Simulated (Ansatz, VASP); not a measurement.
## AlCo: VASP beside Ansatz

```
CELL_PARAMETERS angstrom
2.85190 0.00000 0.00000
0.00000 2.85190 0.00000
0.00000 0.00000 2.85190
ATOMIC_POSITIONS crystal
Al 0.00000 0.00000 0.00000
Co 0.50000 0.50000 0.50000
```

Alike in both runs: task relaxation of cell and atoms; functional PBE; k mesh 14 × 14 × 14; occupations fermi-dirac, width 0.15 eV; no spin polarisation.

|  | VASP | Ansatz |
| --- | --- | --- |
| version | VASP 6.6.1 | Ansatz 0.2.0 |
| potentials or method | VASP PAW PBE potentials, release 64 (Al, Co), cutoff 600 eV | scalar-relativistic, plane waves, PAW |
| valence electrons in the cell | 12 | 20 |

Ansatz gave:

- gap on the k mesh at the Fermi level, each at its own relaxed structure (eV): none
- relaxed volume (Å³/atom): 11.63
- relaxed cell length with the largest relative difference (Å): 2.854

Question: Which values does VASP return?

Answer: gap on the k mesh at the Fermi level, each at its own relaxed structure (eV): none; relaxed volume (Å³/atom): 11.62; relaxed cell length with the largest relative difference (Å): 2.854.

A gap of «none» marks a metal or a gap that the smearing closes. VASP's potentials hold 12 valence electrons a cell and Ansatz's 20, so a difference there can come from the potentials and not from the codes.
